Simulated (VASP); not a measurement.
A run of VASP 6.6.1 is set up as follows.

INCAR

```
SYSTEM = H9C36F2
ALGO = Normal
EDIFF = 1E-6
ENCUT = 520
GGA = PS
ISIF = 2
ISMEAR = -1
ISPIN = 2
LASPH = .True.
LCHARG = .False.
LORBIT = 11
LREAL = Auto
LUSENCCL = .False.
LWAVE = .False.
MAGMOM = 0 0 0 0 0 0 0 0 0 0 0 0 0 0 0 0 0 0 0 0 0 0 0 0 0 0 0 0 0 0 0 0 0 0 0 0 0 0 0 0 0 0 0 0 0 1 0
NBANDS = 116
NELM = 150
PREC = Accurate
SIGMA = 0.02
```

The input KPOINTS:

```
k-points
0
Gamma
  2 2 1
  0 0 0
```

Contents of POSCAR:

```
H9C36F2
1.0
    7.5731140000      0.0000000000      0.0000000000
    3.7865570000      6.5585090000      0.0000000000
    0.0000000000      0.0000000000     16.6764260000
H C F
9 36 2
Direct
    0.1111147742      0.1111075703      0.0599648870
    0.4444518928      0.1111075703      0.0599648870
    0.7777758069      0.1111075703      0.0599648870
    0.1111143543      0.4444455287      0.0599648870
    0.4444382683      0.4444455287      0.0599648870
    0.7777753870      0.4444455287      0.0599648870
    0.1111139344      0.7777834871      0.0599648870
    0.4444378485      0.7777834871      0.0599648870
    0.7777749671      0.7777834871      0.0599648870
    0.1111147742      0.1111075703      0.1259262626
    0.4444518928      0.1111075703      0.1259262626
    0.7777758069      0.1111075703      0.1259262626
    0.1111143543      0.4444455287      0.1259262626
    0.4444382683      0.4444455287      0.1259262626
    0.7777753870      0.4444455287      0.1259262626
    0.1111139344      0.7777834871      0.1259262626
    0.4444378485      0.7777834871      0.1259262626
    0.7777749671      0.7777834871      0.1259262626
   -0.1111075703      0.2222151407      0.1568261689
    0.2222295483      0.2222151407      0.1568261689
    0.5555534624      0.2222151407      0.1568261689
   -0.1111079902      0.5555530990      0.1568261689
    0.2222291285      0.5555530990      0.1568261689
    0.5555530425      0.5555530990      0.1568261689
   -0.1111084100      0.8888910574      0.1568261689
    0.2222155040      0.8888910574      0.1568261689
    0.5555526227      0.8888910574      0.1568261689
   -0.1110973565      0.2220626670      0.2523202514
    0.2222524194      0.2221693986      0.2532557036
    0.5556804749      0.2220931617      0.2526620512
   -0.1110932902      0.5556293359      0.2526260723
    0.2221437725      0.5556445832      0.2528419459
    0.5555266333      0.5555530990      0.2520564059
   -0.1111714423      0.8890435311      0.2517325955
    0.2220752869      0.8890130363      0.2517745709
    0.5555444516      0.8890130363      0.2518345358
    0.0003064428     -0.0005336579      0.2806896394
    0.3338194535     -0.0009910789      0.2803178571
    0.6669436564     -0.0006708842      0.2804797623
   -0.0003336725      0.3335819163      0.2794243803
    0.3334127890      0.3335819163      0.2788906928
    0.6664694734      0.3338258741      0.2802039238
   -0.0003565627      0.6672553167      0.2801619484
    0.3334793402      0.6671028430      0.2805277342
    0.6661471094      0.6670418536      0.2807196218
    0.1314234250      0.3582978997      0.4792513696
    0.3858889164      0.3363264425      0.4836587888
```

Potentials or basis: VASP PAW PBE potentials, release 64 (H, C, F).

Launch:

```console
$ cat potpaw_PBE.64/H/POTCAR potpaw_PBE.64/C/POTCAR potpaw_PBE.64/F/POTCAR > POTCAR
$ mpirun -np 1 vasp_std > vasp.out
```

Estimate the site moments.

H +0.00, +0.01 (each value once); C -0.01, +0.01, -0.00, +0.00, +0.04, +0.07, +0.08, +0.03, -0.02, -0.03, +0.45, -0.42, +0.43, +0.42, +0.44 (each value once); F +0.27, +0.28 μB.

What does it give for the largest force?

3.736 eV/Å.

Estimate the net moment.

4.25 μB per cell.

Forces in eV/Å, atoms in the order of the input:
```
H   -0.012  0.008 -0.314
H    0.015  0.014 -0.305
H   -0.003  0.010 -0.286
H   -0.006 -0.002 -0.306
H    0.002 -0.002 -0.271
H    0.005 -0.005 -0.278
H   -0.001 -0.001 -0.333
H   -0.001 -0.013 -0.325
H    0.001 -0.004 -0.329
C    0.085 -0.038  1.771
C   -0.084 -0.042  1.810
C   -0.001 -0.013  1.741
C    0.007 -0.013  1.786
C   -0.011  0.012  1.795
C    0.012 -0.004  1.767
C    0.007 -0.010  1.650
C   -0.012  0.085  1.706
C    0.000  0.012  1.683
C   -0.141  0.059 -1.249
C   -0.038 -0.023 -1.061
C    0.179  0.060 -1.212
C    0.000  0.049 -1.055
C   -0.021  0.092 -0.959
C    0.016 -0.124 -1.231
C   -0.005 -0.014 -1.016
C   -0.028 -0.035 -1.015
C    0.035 -0.024 -1.006
C   -0.096  0.088  2.789
C    0.006 -0.039  1.964
C    0.142  0.099  2.713
C   -0.047  0.049  2.212
C    0.037  0.043  2.035
C   -0.029 -0.095  2.832
C   -0.020 -0.023  2.380
C    0.046 -0.045  2.404
C   -0.030 -0.061  2.376
C    0.067  0.005 -2.773
C   -0.034  0.202 -2.550
C   -0.029  0.043 -2.719
C    0.191 -0.019 -2.443
C   -0.240 -0.044 -2.254
C   -0.045 -0.088 -3.734
C    0.004 -0.140 -2.505
C   -0.098 -0.030 -2.711
C    0.153  0.021 -2.763
F    1.255 -0.101 -0.184
F   -1.231  0.101 -0.226
```

Caveat: the k points lie up to 0.48 Å⁻¹ apart; a moment this small can come from the mesh or the smearing; there is no dipole correction, which matters where the two faces differ; the PAW data sets were made with another functional, which shifts forces and pressure a little.
